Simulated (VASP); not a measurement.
# Si2Se (Cm) in VASP: single point with PBE

Aim: the single point of Si2Se with PBE.

Everything below comes from runs of VASP 6.6.1. Logs are shortened: lines on timing, memory, paths and dates and some standing lists are left out, and cuts for length are marked.

### Step 1. The cell of the first run

The structure is monoclinic, space group Cm (No. 8). Conventional cell: a = 13.219 Å, b = 3.609 Å, c = 6.996 Å, α = 90.00°, β = 95.35°, γ = 90.00°. Within 3.1 Å of Si (site symmetry m) lie 2 Se at 2.35 Å and 2 Si at 2.38 to 2.45 Å. Si (site symmetry m) has 5 Si at 2.37 to 2.95 Å and 1 Se at 2.51 Å within 3.1 Å. Within 3.1 Å of Si (site symmetry m) lie 4 Si at 2.38 to 2.95 Å and 2 Se at 2.42 Å. Si (site symmetry m) has 3 Si at 2.37 to 2.38 Å within 3.1 Å. Within 3.2 Å of Se (site symmetry m) lie 3 Si at 2.42 to 2.51 Å. Within 3.1 Å of Se (site symmetry m) lie 2 Si at 2.35 Å.

### Step 2. Single point, PBE

INCAR reads:

```
SYSTEM = Si2Se
PREC = Accurate
ENCUT = 500
EDIFF = 1E-6
ISMEAR = 0
SIGMA = 0.02
LREAL = .FALSE.
LASPH = .TRUE.
NELM = 120
ALGO = Normal
ISIF = 2
LWAVE = .FALSE.
LCHARG = .TRUE.
GGA = PE
LELF = .TRUE.
LVHAR = .TRUE.
NBANDS = 23
GGA_COMPAT = .FALSE.
```

KPOINTS reads:

```
regular mesh
0
G
  10 10 6
  0 0 0
```

POSCAR reads:

```
Si2Se
1.0
    6.6097220528     -1.8044088871     -0.0115313425
    6.6097220528      1.8044088871     -0.0115313425
   -0.6397630811      0.0000000000      6.9663682785
Si Se
4 2
Direct
    0.1634733203      0.1634733203      0.9692382866
    0.0027092974      0.0027092974      0.7856391830
    0.3379133633      0.3379133633      0.8787026410
    0.4300346218      0.4300346218      0.6017169931
    0.9078942877      0.9078942877      0.0810093683
    0.6563906066      0.6563906066      0.1836935280
```

Potentials or basis: VASP PAW PBE potentials, release 64 (Si, Se).

On the command line:

```
cat potpaw_PBE.64/Si/POTCAR potpaw_PBE.64/Se/POTCAR > POTCAR
mpirun -np 1 vasp_std > vasp.out
```

OUTCAR:

```text
SYSTEM = Si2Se
   PREC = Accurate
   ENCUT = 500
   EDIFF = 1E-6
   ISMEAR = 0
   LREAL = .FALSE.
   LASPH = .TRUE.
   NELM = 120
   ISIF = 2
   GGA = PE

 ion  position               nearest neighbor table
   1  0.163  0.163  0.969-   6 2.35   6 2.35   2 2.38   3 2.45
   2  0.003  0.003  0.786-   4 2.37   4 2.37   1 2.38   5 2.51   3 2.95   3 2.95
   3  0.338  0.338  0.879-   4 2.38   5 2.42   5 2.42   1 2.45   2 2.95   2 2.95
   4  0.430  0.430  0.602-   2 2.37   2 2.37   3 2.38
   5  0.908  0.908  0.081-   3 2.42   3 2.42   2 2.51
   6  0.656  0.656  0.184-   1 2.35   1 2.35

  LATTYP: Found a base centered monoclinic cell.
 ALAT       =    13.2194642232
 B/A-ratio  =     0.2729927411
 C/A-ratio  =     0.5291956699
 COS(beta)  =    -0.0931882729

  Lattice vectors:

 A1 = (   6.6097220528,  -1.8044088871,  -0.0115313425)
 A2 = (   6.6097220528,   1.8044088871,  -0.0115313425)
 A3 = (  -0.6397630811,   0.0000000000,   6.9663682785)

Analysis of symmetry for initial positions (statically):
=====================================================================
 Subroutine PRICEL returns:
 Original cell was already a primitive cell.

 Routine SETGRP: Setting up the symmetry group for a
 base centered monoclinic supercell.

 Subroutine GETGRP returns: Found  2 space group operations
 (whereof  2 operations were pure point group operations)
 out of a pool of  4 trial point group operations.

The static configuration has the point symmetry C_1h.

Analysis of symmetry for dynamics (positions and initial velocities):
=====================================================================
 Subroutine PRICEL returns:
 Original cell was already a primitive cell.

 Routine SETGRP: Setting up the symmetry group for a
 base centered monoclinic supercell.

 Subroutine GETGRP returns: Found  2 space group operations
 (whereof  2 operations were pure point group operations)
 out of a pool of  4 trial point group operations.

The dynamic configuration has the point symmetry C_1h.

 Subroutine INISYM returns: Found  2 space group operations
 (whereof  2 operations are pure point group operations),
 and found     1 'primitive' translations

----------------------------------------------------------------------------------------

                                     Primitive cell

  volume of cell :     166.1441

  direct lattice vectors                    reciprocal lattice vectors
     6.609722053 -1.804408887 -0.011531342     0.075658268 -0.277099056  0.006948149
     6.609722053  1.804408887 -0.011531342     0.075658268  0.277099056  0.006948149
    -0.639763081  0.000000000  6.966368279     0.000250472  0.000000000  0.143569820

  length of vectors
     6.851602004  6.851602004  6.995683226     0.287326186  0.287326186  0.143570039

  position of ions in fractional coordinates (direct lattice)
     0.163473320  0.163473320  0.969238287
     0.002709297  0.002709297  0.785639183
     0.337913363  0.337913363  0.878702641
     0.430034622  0.430034622  0.601716993
     0.907894288  0.907894288  0.081009368
     0.656390607  0.656390607  0.183693528

  ion indices of the primitive-cell ions
   primitive index   ion index
                 1           1
                 2           2
                 3           3
                 4           4
                 5           5
                 6           6

----------------------------------------------------------------------------------------

 KPOINTS: regular mesh

Automatic generation of k-mesh.
 Grid dimensions read from file:
 generate k-points for:   10   10    6

 Generating k-lattice:

  Cartesian coordinates                     Fractional coordinates (reciprocal lattice)
     0.007565827 -0.027709906  0.000694815     0.100000000  0.000000000 -0.000000000
     0.007565827  0.027709906  0.000694815     0.000000000  0.100000000 -0.000000000
     0.000041745  0.000000000  0.023928303     0.000000000  0.000000000  0.166666667

  Length of vectors
     0.028732619  0.028732619  0.023928340

  Shift w.r.t. Gamma in fractional coordinates (k-lattice)
     0.000000000  0.000000000  0.000000000

 Subroutine IBZKPT returns following result:
 ===========================================

 Found    172 irreducible k-points:

 Following reciprocal coordinates:
            Coordinates               Weight
  0.000000  0.000000  0.000000      1.000000
  0.100000 -0.000000  0.000000      4.000000
  0.200000 -0.000000  0.000000      4.000000
  0.300000 -0.000000 -0.000000      4.000000
  0.400000 -0.000000  0.000000      4.000000
  0.500000  0.000000 -0.000000      2.000000
[... 16 lines left out ...]
  0.300000  0.300000 -0.000000      2.000000
  0.400000  0.300000 -0.000000      4.000000
 [... further k-points ...]
   k-points           NKPTS =    172   k-points in BZ     NKDIM =    172   number of bands    NBANDS=     23
   number of dos      NEDOS =    301   number of ions     NIONS =      6
   total plane-waves  NPLWV = 135000
   dimension x,y,z NGX =    50 NGY =   50 NGZ =   54
   dimension x,y,z NGXF=   100 NGYF=  100 NGZF=  108
   ions per type =               4   2
   NGX,Y,Z   is equivalent  to a cutoff of  12.13, 12.13, 12.83 a.u.
   NGXF,Y,Z  is equivalent  to a cutoff of  24.26, 24.26, 25.67 a.u.
 SYSTEM =  Si2Se
   PREC   = accura    normal or accurate (medium, high low for compatibility)
   ISTART =      0    job   : 0-new  1-cont  2-samecut
   ICHARG =      2    charge: 1-file 2-atom 10-const
   ISPIN  =      1    spin polarized calculation?
   LNONCOLLINEAR =      F non collinear calculations
   LSORBIT =      F    spin-orbit coupling
   LASPH  =      T    aspherical Exc in radial PAW
   ENCUT  =  500.0 eV  36.75 Ry    6.06 a.u.  12.49 12.49 12.75*2*pi/ulx,y,z
   NELM   =    120;   NELMIN=  2; NELMDL= -5     # of ELM steps
   EDIFF  = 0.1E-05   stopping-criterion for ELM
   LREAL  =      F    real-space projection
   EDIFFG = 0.1E-04   stopping-criterion for IOM
   NSW    =      0    number of steps for IOM
   IBRION =     -1    ionic relax: 0-MD 1-quasi-New 2-CG
   NFREE  =      0    steps in history (QN), initial steepest desc. (CG)
   ISIF   =      2    stress and relaxation
   ISYM   =      2    0-nonsym 1-usesym 2-fastsym
   POTIM  = 0.5000    time-step for ionic-motion
   TEBEG  =    0.0;   TEEND  =   0.0 temperature during run
   PSTRESS=    0.0 pullay stress
   NELECT =      28.0000    total number of electrons
   NUPDOWN=      -1.0000    fix difference up-down
   EMIN   =  10.00;   EMAX   =-10.00  energy-range for DOS
   EFERMI =   0.00;   METHOD = LEGACY
   ISMEAR =     0;   SIGMA  =   0.02  broadening in eV -4-tet -1-fermi 0-gaus
   EFERMI_NEDOS =   21; number of points for ismear=-14 and -15
   IALGO  =     38    algorithm
   IMIX   =      4    mixing-type and parameters
     AMIX     =   0.40;   BMIX     =  1.00
     AMIX_MAG =   1.60;   BMIX_MAG =  1.00
  volume/ion in A,a.u.               =      27.69       186.87
  Fermi-wavevector in a.u.,A,eV,Ry     =   0.904272  1.708827 11.125596  0.817708
  Thomas-Fermi vector in A             =   2.027699
   LORBIT       =      0    0 simple, 1 ext, 2 COOP (PROOUT), +10 PAW based schemes
   GGA     = PE    functional components
   LHFCALC =     F    Hartree Fock is set to
   AEXX    =    0.0000 exact exchange contribution
   IVDW    =     0    specifies the selected vdW correction
   LEPSILON=     F    determine dielectric tensor
   LRPA    =     F    only Hartree local field effects (RPA)
 non-spin polarized calculation
 Gauss-broadening in eV      SIGMA  =   0.02
  energy-cutoff  :      500.00
  volume of cell :      166.14
 maximum number of plane-waves:      4259
 NGX is ok and might be reduce to    50
   NGX = 25   NGY = 25   NGZ = 25

 number of electron      28.0000000 magnetization

 Free energy of the ion-electron system (eV)
  ---------------------------------------------------
  ext. energy  EPLUGINS =         0.00000000
  ---------------------------------------------------
  free energy    TOTEN  =       -28.10120111 eV

  energy without entropy =      -28.10120111  energy(sigma->0) =      -28.10120111

 E-fermi :   2.9700     XC(G=0):  -8.0284

 val. band max:        2.8829948986   @ k =   0.0000   0.0000   0.0000
 cond. band min:       3.3903709968   @ k =   0.5000   0.5000  -0.0000
 fundamental gap:      0.5073760982
 Fermi energy:         2.9699572177

 k-point     1 :       0.0000    0.0000    0.0000
  band No.  band energies     occupation
      1     -11.8278      2.00000
      2     -10.7994      2.00000
      3      -7.1052      2.00000
      4      -4.9703      2.00000
      5      -4.3888      2.00000
      6      -2.4421      2.00000
[... 15 lines left out ...]
     22       7.6776      0.00000
     23       7.8888      0.00000

 k-point     2 :       0.1000   -0.0000    0.0000
  band No.  band energies     occupation
      1     -11.7488      2.00000
      2     -10.7374      2.00000
      3      -7.0274      2.00000
      4      -4.9899      2.00000
      5      -4.3452      2.00000
      6      -2.3743      2.00000
[... 15 lines left out ...]
     22       7.7157      0.00000
     23       7.9984      0.00000

 k-point     3 :       0.2000   -0.0000    0.0000
  band No.  band energies     occupation
      1     -11.5243      2.00000
      2     -10.5623      2.00000
      3      -6.8182      2.00000
      4      -5.1155      2.00000
      5      -4.2851      2.00000
      6      -2.2135      2.00000
[... 15 lines left out ...]
     22       7.7491      0.00000
     23       8.1880      0.00000
[... 495 lines left out ...]
 k-point    23 :       0.3000    0.3000   -0.0000
  band No.  band energies     occupation
      1     -11.7234      2.00000
      2     -10.9556      2.00000
      3      -7.0525      2.00000
      4      -5.4643      2.00000
      5      -3.3987      2.00000
      6      -2.3889      2.00000
[... 15 lines left out ...]
     22       7.1400      0.00000
     23       8.5766      0.00000

 k-point    24 :       0.4000    0.3000   -0.0000
  band No.  band energies     occupation
      1     -11.6235      2.00000
      2     -10.9207      2.00000
      3      -6.9578      2.00000
      4      -5.5470      2.00000
      5      -3.1829      2.00000
      6      -2.2642      2.00000
[... 15 lines left out ...]
     22       7.5341      0.00000
     23       8.2641      0.00000

 [... further k-points ...]

------------------------ aborting loop because EDIFF is reached ----------------------------------------

  FORCE on cell =-STRESS in cart. coord.  units (eV):
  Direction    XX          YY          ZZ          XY          YZ          ZX
  --------------------------------------------------------------------------------------
  -------------------------------------------------------------------------------------
  Total       -0.0240769      0.0385579      0.0183122      0.0000000      0.0000000     -0.0100935
  in kB       -0.2321804      0.3718253      0.1765895      0.0000000      0.0000000     -0.0973347
  external PRESSURE =       0.1054115 kB  Pullay stress =       0.0000000 kB

 VOLUME and BASIS-vectors are now :
 -----------------------------------------------------------------------------
  energy-cutoff  :      500.00
  volume of cell :      166.14
      direct lattice vectors                 reciprocal lattice vectors
     6.609722053 -1.804408887 -0.011531342     0.075658268 -0.277099056  0.006948149
     6.609722053  1.804408887 -0.011531342     0.075658268  0.277099056  0.006948149
    -0.639763081  0.000000000  6.966368279     0.000250472  0.000000000  0.143569820

 POSITION                                       TOTAL-FORCE (eV/Angst)
 -----------------------------------------------------------------------------------
      1.54094      0.00000      6.74830         0.000675      0.000000     -0.019876
     -0.46681      0.00000      5.47299         0.004669      0.000000     -0.011265
      3.90487      0.00000      6.11357        -0.012205      0.000000     -0.011789
      5.29986      0.00000      4.18186         0.001628      0.000000      0.014163
     11.95003      0.00000      0.54340         0.007790      0.000000      0.010163
      8.55960      0.00000      1.26454        -0.002557      0.000000      0.018604
 -----------------------------------------------------------------------------------
    total drift:                               -0.000194     -0.000000      0.000311

  FREE ENERGIE OF THE ION-ELECTRON SYSTEM (eV)
  ---------------------------------------------------
  free  energy   TOTEN  =       -28.1012011069 eV

  energy  without entropy=      -28.1012011069  energy(sigma->0) =      -28.10120111
```

Wall time 14 min (1 thread of Intel Xeon Platinum 8488C (Sapphire Rapids), shared host); peak memory 0.71 GiB.

What came out:

```
Free energy            : -28.1012 eV
Pressure               : 0.0 GPa
Largest force          : 0.020 eV/Å
Band gap on the k mesh : 0.51 eV (least direct gap 0.53 eV)
```

Forces on the atoms (eV/Å):
```
Si   0.001  0.000 -0.020
Si   0.005  0.000 -0.011
Si  -0.012  0.000 -0.012
Si   0.002  0.000  0.014
Se   0.008  0.000  0.010
Se  -0.003  0.000  0.019
```

Levels at points of the mesh, in eV from the valence-band top:
```csv
k point,band 12,band 13,band 14,band 15,band 16,band 17
"(0.00, 0.00, 0.00)",-0.91,-0.21,0.00,0.62,1.51,2.45
"(0.50, 0.00, 0.00)",-1.92,-1.24,-1.05,1.00,2.07,2.20
"(0.50, 0.50, 0.00)",-1.17,-0.24,-0.02,0.51,1.35,2.05
"(0.00, 0.00, 0.50)",-1.23,-0.40,-0.06,0.68,1.27,2.55
"(0.50, 0.00, 0.50)",-1.76,-1.25,-0.66,1.21,1.70,2.35
"(0.50, 0.50, 0.50)",-1.40,-1.22,-0.09,0.58,1.82,2.06
```

A k mesh can miss the band edges.
